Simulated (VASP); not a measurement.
# NbAs (zincblende type) (F-43m) in VASP: further runs

NbAs (zincblende type) is run at these levels: PBE; tasks: single point, relaxation of cell and atoms.

All numbers are computed with VASP 6.6.1; they aren't measurements. Logs are shortened: lines on timing, memory, paths and dates and some standing lists are left out, and cuts for length are marked.

### Step 1. The cell of the first run

Symmetry: F-43m, No. 216, cubic system. The conventional cell has a = 5.554 Å, b = 5.554 Å, c = 5.554 Å, α = 90.00°, β = 90.00°, γ = 90.00°. Within 3.2 Å of Nb (site symmetry -43m) lie 4 As at 2.40 Å. As (site symmetry -43m) has 4 Nb at 2.40 Å within 3.2 Å.

### Step 2. Single point, PBE

The input, INCAR:

```
PREC = Accurate
ENCUT = 520
EDIFF = 1E-6
ISMEAR = -1
SIGMA = 0.05
LREAL = F
LASPH = T
NELM = 60
ALGO = Normal
ISIF = 2
LWAVE = F
LCHARG = F
GGA = PE
NBANDS = 16
```

The input, KPOINTS:

```
regular mesh
0
Gamma
  11 11 11
```

The input, POSCAR:

```
NbAs
1.0
    0.0000000000      2.7770495506      2.7770495506
    2.7770495506      0.0000000000      2.7770495506
    2.7770495506      2.7770495506      0.0000000000
Nb As
1 1
Direct
    0.0000000000      0.0000000000      0.0000000000
    0.2500000000      0.2500000000      0.2500000000
```

Potentials or basis: VASP PAW PBE potentials, release 64 (Nb_sv, As).

Launch:

```sh
$ cat potpaw_PBE.64/Nb_sv/POTCAR potpaw_PBE.64/As/POTCAR > POTCAR
$ mpirun -np 1 vasp_std > vasp.out
```

OUTCAR:

```text
PREC = Accurate
   ENCUT = 520
   EDIFF = 1E-6
   ISMEAR = -1
   LREAL = F
   LASPH = T
   NELM = 60
   ISIF = 2
   GGA = PE

 ion  position               nearest neighbor table
   1  0.000  0.000  0.000-   2 2.40   2 2.40   2 2.40   2 2.40
   2  0.250  0.250  0.250-   1 2.40   1 2.40   1 2.40   1 2.40

  LATTYP: Found a face centered cubic cell.
 ALAT       =     5.5540991012

  Lattice vectors:

 A1 = (   0.0000000000,   2.7770495506,   2.7770495506)
 A2 = (   2.7770495506,   0.0000000000,   2.7770495506)
 A3 = (   2.7770495506,   2.7770495506,   0.0000000000)

Analysis of symmetry for initial positions (statically):
=====================================================================
 Subroutine PRICEL returns:
 Original cell was already a primitive cell.

 Routine SETGRP: Setting up the symmetry group for a
 face centered cubic supercell.

 Subroutine GETGRP returns: Found 24 space group operations
 (whereof 24 operations were pure point group operations)
 out of a pool of 48 trial point group operations.

The static configuration has the point symmetry T_d .

Analysis of symmetry for dynamics (positions and initial velocities):
=====================================================================
 Subroutine PRICEL returns:
 Original cell was already a primitive cell.

 Routine SETGRP: Setting up the symmetry group for a
 face centered cubic supercell.

 Subroutine GETGRP returns: Found 24 space group operations
 (whereof 24 operations were pure point group operations)
 out of a pool of 48 trial point group operations.

The dynamic configuration has the point symmetry T_d .

 Subroutine INISYM returns: Found 24 space group operations
 (whereof 24 operations are pure point group operations),
 and found     1 'primitive' translations

----------------------------------------------------------------------------------------

                                     Primitive cell

  volume of cell :      42.8332

  direct lattice vectors                    reciprocal lattice vectors
     0.000000000  2.777049551  2.777049551    -0.180047201  0.180047201  0.180047201
     2.777049551  0.000000000  2.777049551     0.180047201 -0.180047201  0.180047201
     2.777049551  2.777049551  0.000000000     0.180047201  0.180047201 -0.180047201

  length of vectors
     3.927341138  3.927341138  3.927341138     0.311850901  0.311850901  0.311850901

  position of ions in fractional coordinates (direct lattice)
     0.000000000  0.000000000  0.000000000
     0.250000000  0.250000000  0.250000000

  ion indices of the primitive-cell ions
   primitive index   ion index
                 1           1
                 2           2

----------------------------------------------------------------------------------------

 KPOINTS: regular mesh

Automatic generation of k-mesh.
 Grid dimensions read from file:
 generate k-points for:   11   11   11

 Generating k-lattice:

  Cartesian coordinates                     Fractional coordinates (reciprocal lattice)
    -0.016367927  0.016367927  0.016367927     0.090909091  0.000000000  0.000000000
     0.016367927 -0.016367927  0.016367927     0.000000000  0.090909091  0.000000000
     0.016367927  0.016367927 -0.016367927     0.000000000  0.000000000  0.090909091

  Length of vectors
     0.028350082  0.028350082  0.028350082

  Shift w.r.t. Gamma in fractional coordinates (k-lattice)
     0.000000000  0.000000000  0.000000000

 Subroutine IBZKPT returns following result:
 ===========================================

 Found     56 irreducible k-points:

 Following reciprocal coordinates:
            Coordinates               Weight
  0.000000  0.000000  0.000000      1.000000
  0.090909  0.000000  0.000000      8.000000
  0.181818  0.000000  0.000000      8.000000
  0.272727  0.000000  0.000000      8.000000
  0.363636  0.000000  0.000000      8.000000
  0.454545  0.000000  0.000000      8.000000
[... 16 lines left out ...]
 -0.272727  0.181818  0.000000     24.000000
 -0.181818  0.181818  0.000000     12.000000
 [... further k-points ...]
   k-points           NKPTS =     56   k-points in BZ     NKDIM =     56   number of bands    NBANDS=     16
   number of dos      NEDOS =    301   number of ions     NIONS =      2
   total plane-waves  NPLWV =  27000
   dimension x,y,z NGX =    30 NGY =   30 NGZ =   30
   dimension x,y,z NGXF=    60 NGYF=   60 NGZF=   60
   ions per type =               1   1
   NGX,Y,Z   is equivalent  to a cutoff of  12.70, 12.70, 12.70 a.u.
   NGXF,Y,Z  is equivalent  to a cutoff of  25.40, 25.40, 25.40 a.u.
 SYSTEM =  unknown system
   PREC   = accura    normal or accurate (medium, high low for compatibility)
   ISTART =      0    job   : 0-new  1-cont  2-samecut
   ICHARG =      2    charge: 1-file 2-atom 10-const
   ISPIN  =      1    spin polarized calculation?
   LNONCOLLINEAR =      F non collinear calculations
   LSORBIT =      F    spin-orbit coupling
   LASPH  =      T    aspherical Exc in radial PAW
   ENCUT  =  520.0 eV  38.22 Ry    6.18 a.u.   7.30  7.30  7.30*2*pi/ulx,y,z
   NELM   =     60;   NELMIN=  2; NELMDL= -5     # of ELM steps
   EDIFF  = 0.1E-05   stopping-criterion for ELM
   LREAL  =      F    real-space projection
   EDIFFG = 0.1E-04   stopping-criterion for IOM
   NSW    =      0    number of steps for IOM
   IBRION =     -1    ionic relax: 0-MD 1-quasi-New 2-CG
   NFREE  =      0    steps in history (QN), initial steepest desc. (CG)
   ISIF   =      2    stress and relaxation
   ISYM   =      2    0-nonsym 1-usesym 2-fastsym
   POTIM  = 0.5000    time-step for ionic-motion
   TEBEG  =    0.0;   TEEND  =   0.0 temperature during run
   PSTRESS=    0.0 pullay stress
   NELECT =      18.0000    total number of electrons
   NUPDOWN=      -1.0000    fix difference up-down
   EMIN   =  10.00;   EMAX   =-10.00  energy-range for DOS
   EFERMI =   0.00;   METHOD = LEGACY
   ISMEAR =    -1;   SIGMA  =   0.05  broadening in eV -4-tet -1-fermi 0-gaus
   EFERMI_NEDOS =   21; number of points for ismear=-14 and -15
   IALGO  =     38    algorithm
   IMIX   =      4    mixing-type and parameters
     AMIX     =   0.40;   BMIX     =  1.00
     AMIX_MAG =   1.60;   BMIX_MAG =  1.00
  volume/ion in A,a.u.               =      21.42       144.53
  Fermi-wavevector in a.u.,A,eV,Ry     =   1.226230  2.317239 20.458274  1.503641
  Thomas-Fermi vector in A             =   2.361239
   LORBIT       =      0    0 simple, 1 ext, 2 COOP (PROOUT), +10 PAW based schemes
   GGA     = PE    functional components
   LHFCALC =     F    Hartree Fock is set to
   AEXX    =    0.0000 exact exchange contribution
   IVDW    =     0    specifies the selected vdW correction
   LEPSILON=     F    determine dielectric tensor
   LRPA    =     F    only Hartree local field effects (RPA)
 non-spin polarized calculation
  energy-cutoff  :      520.00
  volume of cell :       42.83
 maximum number of plane-waves:      1179
 NGX is ok and might be reduce to    30
   NGX = 15   NGY = 15   NGZ = 15

 number of electron      18.0000001 magnetization

 Free energy of the ion-electron system (eV)
  ---------------------------------------------------
  ext. energy  EPLUGINS =         0.00000000
  ---------------------------------------------------
  free energy    TOTEN  =       -13.99606522 eV

  energy without entropy =      -13.97764036  energy(sigma->0) =      -13.98685279

 E-fermi :   7.2204     XC(G=0): -10.5491

 val. band max:        7.2114433518   @ k =  -0.3636   0.2727   0.0000
 cond. band min:       7.2223972801   @ k =  -0.0909   0.0909   0.0000
 fundamental gap:      0.0109539283
 Fermi energy:         7.2203514954

 k-point     1 :       0.0000    0.0000    0.0000
  band No.  band energies     occupation
      1     -48.0365      2.00000
      2     -24.1545      2.00000
      3     -24.1545      2.00000
      4     -24.1545      2.00000
      5      -5.0746      2.00000
      6       3.3526      2.00000
[... 8 lines left out ...]
     15      16.2676      0.00000
     16      16.2676      0.00000

 k-point     2 :       0.0909    0.0000    0.0000
  band No.  band energies     occupation
      1     -48.0359      2.00000
      2     -24.1647      2.00000
      3     -24.1560      2.00000
      4     -24.1560      2.00000
      5      -4.9925      2.00000
      6       3.2283      2.00000
[... 8 lines left out ...]
     15      15.6948      0.00000
     16      16.2164      0.00000

 k-point     3 :       0.1818    0.0000    0.0000
  band No.  band energies     occupation
      1     -48.0342      2.00000
      2     -24.1920      2.00000
      3     -24.1600      2.00000
      4     -24.1600      2.00000
      5      -4.7681      2.00000
      6       2.9613      2.00000
[... 8 lines left out ...]
     15      14.7748      0.00000
     16      16.2958      0.00000

 k-point     4 :       0.2727    0.0000    0.0000
  band No.  band energies     occupation
      1     -48.0319      2.00000
      2     -24.2274      2.00000
      3     -24.1652      2.00000
      4     -24.1652      2.00000
      5      -4.4651      2.00000
      6       2.7356      2.00000
[... 8 lines left out ...]
     15      14.6395      0.00000
     16      16.7479      0.00000

 k-point     5 :       0.3636    0.0000    0.0000
  band No.  band energies     occupation
      1     -48.0298      2.00000
      2     -24.2597      2.00000
      3     -24.1700      2.00000
      4     -24.1700      2.00000
      5      -4.1785      2.00000
      6       2.6522      2.00000
[... 8 lines left out ...]
     15      15.7310      0.00000
     16      17.2917      0.00000

 k-point     6 :       0.4545    0.0000    0.0000
  band No.  band energies     occupation
      1     -48.0285      2.00000
      2     -24.2789      2.00000
      3     -24.1728      2.00000
      4     -24.1728      2.00000
      5      -4.0053      2.00000
      6       2.6725      2.00000
[... 8 lines left out ...]
     15      17.0174      0.00000
     16      17.6097      0.00000

 k-point     7 :       0.0909    0.0909    0.0000
  band No.  band energies     occupation
      1     -48.0357      2.00000
      2     -24.1649      2.00000
      3     -24.1581      2.00000
      4     -24.1581      2.00000
      5      -4.9650      2.00000
      6       3.1612      2.00000
[... 8 lines left out ...]
     15      15.6054      0.00000
     16      16.2046      0.00000

 k-point     8 :       0.1818    0.0909    0.0000
  band No.  band energies     occupation
      1     -48.0343      2.00000
      2     -24.1852      2.00000
      3     -24.1626      2.00000
      4     -24.1611      2.00000
      5      -4.7877      2.00000
      6       2.9404      2.00000
[... 8 lines left out ...]
     15      15.1396      0.00000
     16      16.0293      0.00000

 k-point     9 :       0.2727    0.0909    0.0000
  band No.  band energies     occupation
      1     -48.0322      2.00000
      2     -24.2172      2.00000
      3     -24.1681      2.00000
      4     -24.1659      2.00000
      5      -4.5098      2.00000
      6       2.7300      2.00000
[... 8 lines left out ...]
     15      14.8551      0.00000
     16      16.2910      0.00000
[... 172 lines left out ...]
 k-point    19 :       0.3636    0.1818    0.0000
  band No.  band energies     occupation
      1     -48.0296      2.00000
      2     -24.2427      2.00000
      3     -24.1809      2.00000
      4     -24.1787      2.00000
      5      -4.1626      2.00000
      6       2.4941      2.00000
[... 8 lines left out ...]
     15      15.3069      0.00000
     16      16.8528      0.00000

 k-point    20 :       0.4545    0.1818    0.0000
  band No.  band energies     occupation
      1     -48.0281      2.00000
      2     -24.2639      2.00000
      3     -24.1891      2.00000
      4     -24.1811      2.00000
      5      -3.9416      2.00000
      6       2.6138      2.00000
[... 8 lines left out ...]
     15      16.3501      0.00000
     16      17.4238      0.00000

 k-point    21 :      -0.4545    0.1818    0.0000
  band No.  band energies     occupation
      1     -48.0274      2.00000
      2     -24.2724      2.00000
      3     -24.1955      2.00000
      4     -24.1801      2.00000
      5      -3.8441      2.00000
      6       2.8220      2.00000
[... 8 lines left out ...]
     15      16.7755      0.00000
     16      17.5446      0.00000

 k-point    22 :      -0.3636    0.1818    0.0000
  band No.  band energies     occupation
      1     -48.0278      2.00000
      2     -24.2663      2.00000
      3     -24.1975      2.00000
      4     -24.1760      2.00000
      5      -3.9020      2.00000
      6       2.9009      2.00000
[... 8 lines left out ...]
     15      16.1740      0.00000
     16      17.4449      0.00000

 k-point    23 :      -0.2727    0.1818    0.0000
  band No.  band energies     occupation
      1     -48.0292      2.00000
      2     -24.2486      2.00000
      3     -24.1932      2.00000
      4     -24.1702      2.00000
      5      -4.0960      2.00000
      6       2.7857      2.00000
[... 8 lines left out ...]
     15      14.9371      0.00000
     16      17.2762      0.00000

 k-point    24 :      -0.1818    0.1818    0.0000
  band No.  band energies     occupation
      1     -48.0311      2.00000
      2     -24.2262      2.00000
      3     -24.1826      2.00000
      4     -24.1645      2.00000
      5      -4.3615      2.00000
      6       2.7394      2.00000
[... 8 lines left out ...]
     15      14.4414      0.00000
     16      16.4731      0.00000

 [... further k-points ...]

------------------------ aborting loop because EDIFF is reached ----------------------------------------

  FORCE on cell =-STRESS in cart. coord.  units (eV):
  Direction    XX          YY          ZZ          XY          YZ          ZX
  --------------------------------------------------------------------------------------
  -------------------------------------------------------------------------------------
  Total        4.5856474      4.5856474      4.5856474     -0.0000000      0.0000000      0.0000000
  in kB      171.5261573    171.5261573    171.5261573     -0.0000000      0.0000000      0.0000000
  external PRESSURE =     171.5261573 kB  Pullay stress =       0.0000000 kB

 VOLUME and BASIS-vectors are now :
 -----------------------------------------------------------------------------
  energy-cutoff  :      520.00
  volume of cell :       42.83
      direct lattice vectors                 reciprocal lattice vectors
     0.000000000  2.777049551  2.777049551    -0.180047201  0.180047201  0.180047201
     2.777049551  0.000000000  2.777049551     0.180047201 -0.180047201  0.180047201
     2.777049551  2.777049551  0.000000000     0.180047201  0.180047201 -0.180047201

 POSITION                                       TOTAL-FORCE (eV/Angst)
 -----------------------------------------------------------------------------------
      0.00000      0.00000      0.00000         0.000000     -0.000000      0.000000
      1.38852      1.38852      1.38852        -0.000000      0.000000     -0.000000
 -----------------------------------------------------------------------------------
    total drift:                                0.000000      0.000000      0.000000

  FREE ENERGIE OF THE ION-ELECTRON SYSTEM (eV)
  ---------------------------------------------------
  free  energy   TOTEN  =       -13.9960652204 eV

  energy  without entropy=      -13.9776403610  energy(sigma->0) =      -13.98685279
```

Wall time 45 s (1 thread of Intel Xeon Platinum 8259CL at 2.50GHz (Skylake/Cascade Lake), shared host); peak memory 0.19 GiB.

What came out:

```
Free energy            : -13.9961 eV
Pressure               : 17.2 GPa
Band gap on the k mesh : zero (bands 9 and 10 overlap by 0.53 eV)
```

Caveat: the cell stands under pressure.

(Continued in part 2 of 2.)
